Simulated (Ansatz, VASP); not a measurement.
**Two plane-wave programs on SnO2**

INCAR

```
ALGO = Normal
EDIFF = 1E-6
ENCUT = 520
GGA = CA
ISIF = 2
ISMEAR = 0
LASPH = True
LCHARG = False
LREAL = False
LWAVE = False
NBANDS = 64
NELM = 80
PREC = Accurate
SIGMA = 0.05
```

KPOINTS

```
k-points
0
Gamma
  6 6 6
```

File POSCAR:

```
SnO2
1.0
    4.8199397299      0.0000000000      0.0000000000
    0.0000000000      5.9941779779      0.0000000000
    0.0000000000      0.0000000000      5.3326269529
Sn O
4 8
Direct
    0.5000000000      0.6673419135      0.7500000000
    0.0000000000      0.8326580865      0.2500000000
    0.5000000000      0.3326580865      0.2500000000
    0.0000000000      0.1673419135      0.7500000000
    0.7309254637      0.6050162923      0.0776916535
    0.2309254637      0.8949837077      0.9223083465
    0.7690745363      0.8949837077      0.5776916535
    0.2690745363      0.6050162923      0.4223083465
    0.7309254637      0.3949837077      0.5776916535
    0.2309254637      0.1050162923      0.4223083465
    0.7690745363      0.1050162923      0.0776916535
    0.2690745363      0.3949837077      0.9223083465
```

Input for Ansatz:

```yaml
crystal:
  lattice:
    - [4.8199397299, 0.0, 0.0]
    - [0.0, 5.9941779779, 0.0]
    - [0.0, 0.0, 5.3326269529]
  atoms:
    - { symbol: Sn, position: [0.5, 0.6673419135, 0.75] }
    - { symbol: Sn, position: [0.0, 0.8326580865, 0.25] }
    - { symbol: Sn, position: [0.5, 0.3326580865, 0.25] }
    - { symbol: Sn, position: [0.0, 0.1673419135, 0.75] }
    - { symbol: O, position: [0.7309254637, 0.6050162923, 0.0776916535] }
    - { symbol: O, position: [0.2309254637, 0.8949837077, 0.9223083465] }
    - { symbol: O, position: [0.7690745363, 0.8949837077, 0.5776916535] }
    - { symbol: O, position: [0.2690745363, 0.6050162923, 0.4223083465] }
    - { symbol: O, position: [0.7309254637, 0.3949837077, 0.5776916535] }
    - { symbol: O, position: [0.2309254637, 0.1050162923, 0.4223083465] }
    - { symbol: O, position: [0.7690745363, 0.1050162923, 0.0776916535] }
    - { symbol: O, position: [0.2690745363, 0.3949837077, 0.9223083465] }
basis:
  ecutwfc: 520.0
kpoints:
  mp_grid: { grid: [6, 6, 6] }
hamiltonian:
  xc: lda
  pseudopotentials: { kind: paw, azcp: { folder: soft_1 } }
scf:
  occupations: { method: gaussian, width: 0.05 }
output:
  forces: true
  stress: true
  eigenvalues: true
```

Change from the starting cell: volume 12.839 Å^3 an atom, stretch along b over the lengths across it, relative to the relaxed cell 1.0271.

Alike in both runs: task single point; functional LDA; k mesh 6 × 6 × 6; occupations gaussian, width 0.05 eV; no spin polarisation.

|  | VASP | Ansatz |
| --- | --- | --- |
| version | VASP 6.6.1 | Ansatz 0.2.0 |
| potentials or method | VASP PAW LDA potentials, release 64 (Sn_d, O), cutoff 520 eV | scalar-relativistic, plane waves, PAW |
| valence electrons in the cell | 104 | 104 |

Ansatz gave:

| Quantity | Value |
| --- | --- |
| gap on the k mesh at the Fermi level (eV) | 0.48 |
| least direct gap on the mesh (eV) | 0.48 |
| pressure (GPa) | -17.1 |
| traceless stress, the component that is largest in VASP (GPa) | -1.94 |
| rms of the force components (eV/Å) | 0.143 |

Question: What did VASP give for the same quantities?

Answer: gap on the k mesh at the Fermi level (eV): 0.50; least direct gap on the mesh (eV): 0.50; pressure (GPa): -16.3; traceless stress, the component that is largest in VASP (GPa): -2.03; rms of the force components (eV/Å): 0.133.

Ansatz warns that its potentials were made for another functional, while VASP's fit it. LDA's correlation is that of Perdew and Zunger in VASP and of Perdew and Wang (1992) in Ansatz. Atom by atom the forces differ by 0.011 eV/Å (rms over components).
